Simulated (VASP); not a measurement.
# Ca (Fm-3m) in VASP: a series of runs

The runs below take Ca through single point, with revPBE.

All numbers are computed with VASP 6.6.1; they aren't measurements. Logs are shortened: lines on timing, memory, paths and dates and some standing lists are left out, and cuts for length are marked.

## Step 1: The cell of the first run

Symmetry: Fm-3m, No. 225, cubic system. The conventional cell has a = 5.525 Å, b = 5.525 Å, c = 5.525 Å, α = 90.00°, β = 90.00°, γ = 90.00°. Within 5.1 Å of Ca (site symmetry m-3m) lie 12 Ca at 3.91 Å.

## Step 2: Single point, revPBE (volume scaled by 0.96)

Input file INCAR:

```
PREC = Accurate ; ENCUT = 520
EDIFF = 1E-7 ; ISMEAR = -1
SIGMA = 0.1 ; LREAL = F
LASPH = T ; NELM = 80
ALGO = Normal ; ISIF = 2
LWAVE = F ; LCHARG = F
GGA = RE ; NBANDS = 11
```

Input file KPOINTS:

```
Automatic mesh
0
Gamma
  16 16 16
```

Input file POSCAR:

```
Ca
1.0
    0.0000000000      2.7626528071      2.7626528071
    2.7626528071      0.0000000000      2.7626528071
    2.7626528071      2.7626528071      0.0000000000
Ca
1
Direct
    0.0000000000      0.0000000000      0.0000000000
```

Potentials or basis: VASP PAW PBE potentials, release 64 (Ca_sv).

Launch:

```sh
$ cat potpaw_PBE.64/Ca_sv/POTCAR > POTCAR
$ mpirun -np 1 vasp_std > vasp.out
```

OUTCAR:

```text
PREC = Accurate
   ENCUT = 520
   EDIFF = 1E-7
   ISMEAR = -1
   LREAL = F
   LASPH = T
   NELM = 80
   ISIF = 2
   GGA = RE

 ion  position               nearest neighbor table
   1  0.000  0.000  0.000-

  LATTYP: Found a face centered cubic cell.
 ALAT       =     5.5253056142

  Lattice vectors:

 A1 = (   0.0000000000,   2.7626528071,   2.7626528071)
 A2 = (   2.7626528071,   0.0000000000,   2.7626528071)
 A3 = (   2.7626528071,   2.7626528071,   0.0000000000)

Analysis of symmetry for initial positions (statically):
=====================================================================
 Subroutine PRICEL returns:
 Original cell was already a primitive cell.

 Routine SETGRP: Setting up the symmetry group for a
 face centered cubic supercell.

 Subroutine GETGRP returns: Found 48 space group operations
 (whereof 48 operations were pure point group operations)
 out of a pool of 48 trial point group operations.

The static configuration has the point symmetry O_h .

Analysis of symmetry for dynamics (positions and initial velocities):
=====================================================================
 Subroutine PRICEL returns:
 Original cell was already a primitive cell.

 Routine SETGRP: Setting up the symmetry group for a
 face centered cubic supercell.

 Subroutine GETGRP returns: Found 48 space group operations
 (whereof 48 operations were pure point group operations)
 out of a pool of 48 trial point group operations.

The dynamic configuration has the point symmetry O_h .

 Subroutine INISYM returns: Found 48 space group operations
 (whereof 48 operations are pure point group operations),
 and found     1 'primitive' translations

----------------------------------------------------------------------------------------

                                     Primitive cell

  volume of cell :      42.1705

  direct lattice vectors                    reciprocal lattice vectors
     0.000000000  2.762652807  2.762652807    -0.180985464  0.180985464  0.180985464
     2.762652807  0.000000000  2.762652807     0.180985464 -0.180985464  0.180985464
     2.762652807  2.762652807  0.000000000     0.180985464  0.180985464 -0.180985464

  length of vectors
     3.906981068  3.906981068  3.906981068     0.313476019  0.313476019  0.313476019

  position of ions in fractional coordinates (direct lattice)
     0.000000000  0.000000000  0.000000000

  ion indices of the primitive-cell ions
   primitive index   ion index
                 1           1

----------------------------------------------------------------------------------------

 KPOINTS: Automatic mesh

Automatic generation of k-mesh.
 Grid dimensions read from file:
 generate k-points for:   16   16   16

 Generating k-lattice:

  Cartesian coordinates                     Fractional coordinates (reciprocal lattice)
    -0.011311591  0.011311591  0.011311591     0.062500000  0.000000000  0.000000000
     0.011311591 -0.011311591  0.011311591     0.000000000  0.062500000  0.000000000
     0.011311591  0.011311591 -0.011311591     0.000000000  0.000000000  0.062500000

  Length of vectors
     0.019592251  0.019592251  0.019592251

  Shift w.r.t. Gamma in fractional coordinates (k-lattice)
     0.000000000  0.000000000  0.000000000

 Subroutine IBZKPT returns following result:
 ===========================================

 Found    145 irreducible k-points:

 Following reciprocal coordinates:
            Coordinates               Weight
  0.000000  0.000000  0.000000      1.000000
  0.062500  0.000000  0.000000      8.000000
  0.125000  0.000000  0.000000      8.000000
  0.187500  0.000000  0.000000      8.000000
  0.250000  0.000000  0.000000      8.000000
  0.312500  0.000000  0.000000      8.000000
[... 16 lines left out ...]
 -0.125000  0.062500  0.000000     24.000000
 -0.062500  0.062500  0.000000     12.000000
 [... further k-points ...]
   k-points           NKPTS =    145   k-points in BZ     NKDIM =    145   number of bands    NBANDS=     11
   number of dos      NEDOS =    301   number of ions     NIONS =      1
   total plane-waves  NPLWV =  27000
   dimension x,y,z NGX =    30 NGY =   30 NGZ =   30
   dimension x,y,z NGXF=    60 NGYF=   60 NGZF=   60
   ions per type =               1
   NGX,Y,Z   is equivalent  to a cutoff of  12.77, 12.77, 12.77 a.u.
   NGXF,Y,Z  is equivalent  to a cutoff of  25.53, 25.53, 25.53 a.u.
 SYSTEM =  unknown system
   PREC   = accura    normal or accurate (medium, high low for compatibility)
   ISTART =      0    job   : 0-new  1-cont  2-samecut
   ICHARG =      2    charge: 1-file 2-atom 10-const
   ISPIN  =      1    spin polarized calculation?
   LNONCOLLINEAR =      F non collinear calculations
   LSORBIT =      F    spin-orbit coupling
   LASPH  =      T    aspherical Exc in radial PAW
   ENCUT  =  520.0 eV  38.22 Ry    6.18 a.u.   7.26  7.26  7.26*2*pi/ulx,y,z
   NELM   =     80;   NELMIN=  2; NELMDL= -5     # of ELM steps
[... 31 lines left out ...]
 non-spin polarized calculation
  energy-cutoff  :      520.00
  volume of cell :       42.17
 maximum number of plane-waves:      1158
 NGX is ok and might be reduce to    30
   NGX = 15   NGY = 15   NGZ = 15

 number of electron      10.0000001 magnetization

 Free energy of the ion-electron system (eV)
  ---------------------------------------------------
  ext. energy  EPLUGINS =         0.00000000
  ---------------------------------------------------
  free energy    TOTEN  =        -1.78176927 eV

  energy without entropy =       -1.74179248  energy(sigma->0) =       -1.76178087

 E-fermi :   2.0481     XC(G=0):  -7.6393

 val. band max:        2.0431594207   @ k =  -0.3750   0.3750   0.0625
 cond. band min:       2.0509667610   @ k =  -0.3125   0.3750   0.1250
 fundamental gap:      0.0078073403
 Fermi energy:         2.0481066105

 k-point     1 :       0.0000    0.0000    0.0000
  band No.  band energies     occupation
      1     -40.0519      2.00000
      2     -20.9258      2.00000
      3     -20.9258      2.00000
      4     -20.9258      2.00000
      5      -1.9731      2.00000
      6       4.4292      0.00000
      7       4.4292      0.00000
      8       4.4292      0.00000
      9       5.4994      0.00000
     10       5.4994      0.00000
     11      11.1301      0.00000

 k-point     2 :       0.0625    0.0000    0.0000
  band No.  band energies     occupation
      1     -40.0514      2.00000
      2     -20.9311      2.00000
      3     -20.9266      2.00000
      4     -20.9266      2.00000
      5      -1.9062      2.00000
      6       4.3547      0.00000
      7       4.4553      0.00000
      8       4.4553      0.00000
      9       5.4759      0.00000
     10       5.4759      0.00000
     11      11.2151      0.00000

 k-point     3 :       0.1250    0.0000    0.0000
  band No.  band energies     occupation
      1     -40.0500      2.00000
      2     -20.9461      2.00000
      3     -20.9286      2.00000
      4     -20.9286      2.00000
      5      -1.7081      2.00000
      6       4.1489      0.00000
      7       4.5195      0.00000
      8       4.5195      0.00000
      9       5.4264      0.00000
     10       5.4264      0.00000
     11      11.2720      0.00000

 k-point     4 :       0.1875    0.0000    0.0000
  band No.  band energies     occupation
      1     -40.0478      2.00000
      2     -20.9685      2.00000
      3     -20.9317      2.00000
      4     -20.9317      2.00000
      5      -1.3864      2.00000
      6       3.8501      0.00000
      7       4.5746      0.00000
      8       4.5746      0.00000
      9       5.4132      0.00000
     10       5.4132      0.00000
     11      10.4214      0.00000
[... 239 lines left out ...]
 k-point    22 :      -0.1875    0.0625    0.0000
  band No.  band energies     occupation
      1     -40.0466      2.00000
      2     -20.9781      2.00000
      3     -20.9379      2.00000
      4     -20.9315      2.00000
      5      -1.1977      2.00000
      6       3.7150      0.00000
      7       4.5211      0.00000
      8       4.6448      0.00000
      9       5.2569      0.00000
     10       5.5843      0.00000
     11      10.1228      0.00000

 k-point    23 :      -0.1250    0.0625    0.0000
  band No.  band energies     occupation
      1     -40.0489      2.00000
      2     -20.9551      2.00000
      3     -20.9337      2.00000
      4     -20.9286      2.00000
      5      -1.5563      2.00000
      6       4.0180      0.00000
      7       4.5227      0.00000
      8       4.5879      0.00000
      9       5.2830      0.00000
     10       5.5136      0.00000
     11      11.0933      0.00000

 k-point    24 :      -0.0625    0.0625    0.0000
  band No.  band energies     occupation
      1     -40.0506      2.00000
      2     -20.9386      2.00000
      3     -20.9297      2.00000
      4     -20.9269      2.00000
      5      -1.7956      2.00000
      6       4.2422      0.00000
      7       4.4846      0.00000
      8       4.5023      0.00000
      9       5.3847      0.00000
     10       5.4988      0.00000
     11      11.3297      0.00000

 [... further k-points ...]

------------------------ aborting loop because EDIFF is reached ----------------------------------------

  FORCE on cell =-STRESS in cart. coord.  units (eV):
  Direction    XX          YY          ZZ          XY          YZ          ZX
  --------------------------------------------------------------------------------------
  -------------------------------------------------------------------------------------
  Total        0.1926860      0.1926860      0.1926860      0.0000000      0.0000000     -0.0000000
  in kB        7.3206882      7.3206882      7.3206882      0.0000000      0.0000000     -0.0000000
  external PRESSURE =       7.3206882 kB  Pullay stress =       0.0000000 kB

 VOLUME and BASIS-vectors are now :
 -----------------------------------------------------------------------------
  energy-cutoff  :      520.00
  volume of cell :       42.17
      direct lattice vectors                 reciprocal lattice vectors
     0.000000000  2.762652807  2.762652807    -0.180985464  0.180985464  0.180985464
     2.762652807  0.000000000  2.762652807     0.180985464 -0.180985464  0.180985464
     2.762652807  2.762652807  0.000000000     0.180985464  0.180985464 -0.180985464

 POSITION                                       TOTAL-FORCE (eV/Angst)
 -----------------------------------------------------------------------------------
      0.00000      0.00000      0.00000        -0.000000      0.000000     -0.000000
 -----------------------------------------------------------------------------------
    total drift:                               -0.000000     -0.000000      0.000000

  FREE ENERGIE OF THE ION-ELECTRON SYSTEM (eV)
  ---------------------------------------------------
  free  energy   TOTEN  =        -1.7817692692 eV

  energy  without entropy=       -1.7417924781  energy(sigma->0) =       -1.76178087
```

Wall time 40 s (1 thread of Intel Xeon Platinum 8559C (Emerald Rapids), shared host); peak memory 0.21 GiB.

What came out:

```yaml
Free_energy: -1.7818 eV
Pressure: 0.7 GPa
Band_gap_on_the_k_mesh: zero (band 5 reaches 2.25 eV, above the bottom of band 6 at 1.87 eV)
```

Levels at points of the mesh, in eV from the Fermi level:
| k point | band 2 | band 3 | band 4 | band 5 | band 6 | band 7 | band 8 | band 9 |
| --- | --- | --- | --- | --- | --- | --- | --- | --- |
| (0.00, 0.00, 0.00) | -22.97 | -22.97 | -22.97 | -4.02 | 2.38 | 2.38 | 2.38 | 3.45 |
| (0.50, 0.00, 0.00) | -23.11 | -22.99 | -22.99 | -0.96 | -0.18 | 2.26 | 2.26 | 4.13 |
| (0.50, 0.50, 0.00) | -23.10 | -23.02 | -23.02 | -0.44 | 0.60 | 0.96 | 4.13 | 4.32 |

Caveat: the cell differs from its parent crystal (volume scaled by 0.96); the PAW data sets were made with another functional, which shifts forces and pressure a little.

## Step 3: Single point, revPBE

This run uses another cell than the first one, of 43.93 Å³/atom, 1.042 times its volume.

Input file INCAR:

```
SYSTEM = Ca
ALGO = Normal ; EDIFF = 1E-7
ENCUT = 520 ; GGA = RE
ISIF = 2 ; ISMEAR = -1
LASPH = .TRUE. ; LCHARG = .FALSE.
LREAL = .FALSE. ; LWAVE = .FALSE.
NBANDS = 11 ; NELM = 80
PREC = Accurate ; SIGMA = 0.1
```

Input file KPOINTS:

```
k-points
0
G
  16 16 16
  0 0 0
```

Input file POSCAR:

```
Ca
1.0
    0.0000000000      2.8005020694      2.8005020694
    2.8005020694      0.0000000000      2.8005020694
    2.8005020694      2.8005020694      0.0000000000
Ca
1
Direct
    0.0000000000      0.0000000000      0.0000000000
```

Potentials or basis: VASP PAW PBE potentials, release 64 (Ca_sv).

Launch:

```sh
$ cat potpaw_PBE.64/Ca_sv/POTCAR > POTCAR
$ mpirun -np 1 vasp_std > vasp.out
```

Run time: 40 s. Hardware: 1 thread of Intel Xeon Platinum 8559C (Emerald Rapids), shared host; peak memory 0.21 GiB.

The run converged. Its results:

| Item | Value |
| --- | --- |
| Free energy | -1.7861 eV |
| Pressure | 0.0 GPa |
| Band gap on the k mesh | zero (band 5 reaches 2.11 eV, above the bottom of band 6 at 1.68 eV) |

Levels at points of the mesh, in eV from the Fermi level:
```
           k point  band 1  band 2  band 3  band 4  band 5  band 6  band 7  band 8  band 9  band 10
(0.00, 0.00, 0.00)  -42.20  -23.07  -23.07  -23.07   -3.95    2.33    2.33    2.33    3.35     3.35
(0.50, 0.00, 0.00)  -42.18  -23.19  -23.09  -23.09   -0.95   -0.21    2.21    2.21    4.00     4.00
(0.50, 0.50, 0.00)  -42.18  -23.18  -23.12  -23.12   -0.41    0.62    0.89    3.99    4.17     4.17
```

Caveat: the PAW data sets were made with another functional, which shifts forces and pressure a little.

## Step 4: Single point, revPBE

This run uses another cell than the first one, of 43.93 Å³/atom, 1.042 times its volume.

Input file INCAR:

```
ALGO     = Normal         # electronic algorithm
EDIFF    = 1E-7           # SCF threshold, eV
ENCUT    = 520            # plane-wave cutoff, eV
GGA      = RE             # functional
ISIF     = 2              # what is computed and relaxed
ISMEAR   = -1             # smearing method
LASPH    = T              # aspherical terms in the spheres
LCHARG   = F              # write CHGCAR
LREAL    = F              # projectors in reciprocal space
LWAVE    = F              # write WAVECAR
NBANDS   = 11             # bands
NELM     = 100            # most SCF steps
PREC     = Accurate       # precision mode
SIGMA    = 0.1            # smearing width, eV
```

Input file KPOINTS:

```
k-points
0
Gamma
  16 16 16
```

POSCAR is that of step 3.

Launch:

```sh
$ cat potpaw_PBE.64/Ca_sv/POTCAR > POTCAR
$ mpirun -np 1 vasp_std > vasp.out
```

Wall time 44 s (1 thread of Intel Xeon Platinum 8559C (Emerald Rapids), shared host); peak memory 0.21 GiB.

Results (log left out):

```
Free energy            : -1.7861 eV
Pressure               : 0.0 GPa
Band gap on the k mesh : zero (band 5 reaches 2.11 eV, above the bottom of band 6 at 1.68 eV)
```

Levels at points of the mesh, in eV from the Fermi level:
```tsv
k point	band 3	band 4	band 5	band 6	band 7	band 8
(0.00, 0.00, 0.00)	-23.07	-23.07	-3.95	2.33	2.33	2.33
(0.50, 0.00, 0.00)	-23.09	-23.09	-0.95	-0.21	2.21	2.21
(0.50, 0.50, 0.00)	-23.12	-23.12	-0.41	0.62	0.89	3.99
```

Caveat: the PAW data sets were made with another functional, which shifts forces and pressure a little.

## Step 5: Single point, revPBE (volume scaled by 1.04)

Input file INCAR:

```
PREC = Accurate ; ENCUT = 520
EDIFF = 1E-7 ; ISMEAR = -1
SIGMA = 0.1 ; LREAL = F
LASPH = T ; NELM = 100
ALGO = Normal ; ISIF = 2
LWAVE = F ; LCHARG = F
GGA = RE ; NBANDS = 11
```

Input file KPOINTS:

```
Automatic mesh
0
Gamma
  16 16 16
```

Input file POSCAR:

```
Ca
1.0
    0.0000000000      2.8373550071      2.8373550071
    2.8373550071      0.0000000000      2.8373550071
    2.8373550071      2.8373550071      0.0000000000
Ca
1
Direct
    0.0000000000      0.0000000000      0.0000000000
```

Launch:

```sh
$ cat potpaw_PBE.64/Ca_sv/POTCAR > POTCAR
$ mpirun -np 1 vasp_std > vasp.out
```

Wall time 39 s (1 thread of Intel Xeon Platinum 8559C (Emerald Rapids), shared host); peak memory 0.21 GiB.

It converged, with:

```
Free energy            : -1.7831 eV
Pressure               : -0.6 GPa
Band gap on the k mesh : zero (band 5 reaches 1.99 eV, above the bottom of band 6 at 1.51 eV)
```

Levels at points of the mesh, in eV from the Fermi level:
```tsv
k point	band 3	band 4	band 5	band 6	band 7	band 8
(0.00, 0.00, 0.00)	-23.17	-23.17	-3.88	2.27	2.27	2.27
(0.50, 0.00, 0.00)	-23.18	-23.18	-0.93	-0.23	2.17	2.17
(0.50, 0.50, 0.00)	-23.21	-23.21	-0.37	0.64	0.82	3.86
```

Caveat: the cell differs from its parent crystal (volume scaled by 1.04); the PAW data sets were made with another functional, which shifts forces and pressure a little.

## Step 6: Single point, revPBE (volume scaled by 1.08)

Input file INCAR:

```
PREC = Accurate
ENCUT = 520
EDIFF = 1E-6
ISMEAR = -1
SIGMA = 0.1
LREAL = F
LASPH = T
NELM = 100
ALGO = Normal
ISIF = 2
LWAVE = F
LCHARG = F
GGA = RE
NBANDS = 11
```

KPOINTS is that of step 5.

Input file POSCAR:

```
Ca
1.0
    0.0000000000      2.8732747064      2.8732747064
    2.8732747064      0.0000000000      2.8732747064
    2.8732747064      2.8732747064      0.0000000000
Ca
1
Direct
    0.0000000000      0.0000000000      0.0000000000
```

Potentials or basis: VASP PAW PBE potentials, release 64 (Ca_sv).

Launch:

```sh
$ cat potpaw_PBE.64/Ca_sv/POTCAR > POTCAR
$ mpirun -np 1 vasp_std > vasp.out
```

Run time: 30 s. Hardware: 1 thread of Intel Xeon Platinum 8559C (Emerald Rapids), shared host; peak memory 0.22 GiB.

The run converged. Its results:

| Item | Value |
| --- | --- |
| Free energy | -1.7741 eV |
| Pressure | -1.1 GPa |
| Band gap on the k mesh | zero (band 5 reaches 1.87 eV, above the bottom of band 6 at 1.35 eV) |

Levels at points of the mesh, in eV from the Fermi level:
| k point | band 2 | band 3 | band 4 | band 5 | band 6 | band 7 | band 8 | band 9 |
| --- | --- | --- | --- | --- | --- | --- | --- | --- |
| (0.00, 0.00, 0.00) | -23.26 | -23.26 | -23.26 | -3.81 | 2.22 | 2.22 | 2.22 | 3.15 |
| (0.50, 0.00, 0.00) | -23.35 | -23.27 | -23.27 | -0.92 | -0.25 | 2.12 | 2.12 | 3.74 |
| (0.50, 0.50, 0.00) | -23.34 | -23.29 | -23.29 | -0.34 | 0.65 | 0.77 | 3.73 | 3.89 |

Caveat: the cell differs from its parent crystal (volume scaled by 1.08); the PAW data sets were made with another functional, which shifts forces and pressure a little.

## Step 7: Single point, revPBE (volume scaled by 1.12)

Input file INCAR:

```
ALGO = Normal
EDIFF = 1E-6
ENCUT = 520
GGA = RE
ISIF = 2
ISMEAR = -1
LASPH = T
LCHARG = F
LREAL = F
LWAVE = F
NBANDS = 11
NELM = 100
PREC = Accurate
SIGMA = 0.1
```

Input file KPOINTS:

```
k-points
0
Gamma
  16 16 16
```

Input file POSCAR:

```
Ca
1.0
    0.0000000000      2.9083180956      2.9083180956
    2.9083180956      0.0000000000      2.9083180956
    2.9083180956      2.9083180956      0.0000000000
Ca
1
Direct
    0.0000000000      0.0000000000      0.0000000000
```

Launch:

```sh
$ cat potpaw_PBE.64/Ca_sv/POTCAR > POTCAR
$ mpirun -np 1 vasp_std > vasp.out
```

Run time: 23 s. Hardware: 1 thread of Intel Xeon Platinum 8559C (Emerald Rapids), shared host; peak memory 0.22 GiB.

It converged, with:

* Free energy: -1.7599 eV
* Pressure: -1.5 GPa
* Band gap on the k mesh: zero (band 5 reaches 1.75 eV, above the bottom of band 6 at 1.21 eV)

Levels at points of the mesh, in eV from the Fermi level:
```tsv
k point	band 2	band 3	band 4	band 5	band 6	band 7	band 8	band 9
(0.00, 0.00, 0.00)	-23.35	-23.35	-23.35	-3.74	2.17	2.17	2.17	3.06
(0.50, 0.00, 0.00)	-23.43	-23.36	-23.36	-0.91	-0.26	2.07	2.07	3.62
(0.50, 0.50, 0.00)	-23.42	-23.38	-23.38	-0.31	0.66	0.72	3.61	3.77
```

Caveat: the cell differs from its parent crystal (volume scaled by 1.12); the PAW data sets were made with another functional, which shifts forces and pressure a little.

## Step 8: Overview

| cell | gap on the mesh (eV) | pressure (GPa) |
| --- | --- | --- |
| a = 3.907 Å, angles 60.0°, 1 atom | none | 0.7 |
| a = 3.961 Å, angles 60.0°, 1 atom | none | 0.0 |
| a = 4.013 Å, angles 60.0°, 1 atom | none | -0.6 |
| a = 4.063 Å, angles 60.0°, 1 atom | none | -1.1 |
| a = 4.113 Å, angles 60.0°, 1 atom | none | -1.5 |

Alike in all rows: task single point; level revPBE; potentials or basis VASP PAW PBE potentials, release 64 (Ca_sv); no spin polarisation; k mesh 16 × 16 × 16; cutoff (eV) 520; smearing fermi-dirac 0.1 eV.

Caveats: the PAW data sets were made with another functional, which shifts forces and pressure a little.

Total energies depend on the potentials used, so only differences within one code and one set of settings carry meaning.
